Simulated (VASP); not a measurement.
Crystal: Sn.

```xyz
1
Lattice="-1.8947 1.8947 1.8947 1.8947 -1.8947 1.8947 1.8947 1.8947 -1.8947" Properties=species:S:1:pos:R:3 pbc="T T T"
Sn    0.0000    0.0000    0.0000
```

Base run:

- Program: VASP 6.6.1
- Functional: PBEsol
- Potentials or basis: VASP PAW PBE potentials, release 64 (Sn_d)
- Cutoff: 520 eV
- k mesh: 11 × 11 × 11
- Occupations: methfessel-paxton, width 0.15 eV
- Spin: no spin polarisation

Its results: band gap on the k mesh zero (band 7 reaches 15.86 eV, above the bottom of band 8 at 5.54 eV); pressure -1.7 GPa.

Task: The run is repeated on the same cell with these changes: functional from PBEsol to BLYP; further incar settings from ALGO = Normal; EDIFF = 1e-06; NBANDS = 13 to ALGO = Normal; EDIFF = 1e-07; NBANDS = 13. What comes out?

Result: Band gap on the k mesh zero (band 7 reaches 16.25 eV, above the bottom of band 8 at 6.27 eV); pressure 5.7 GPa.

Caveats: the PAW data sets were made with another functional, which shifts forces and pressure a little; spin-orbit coupling is left out, which moves the levels of the heavy elements.
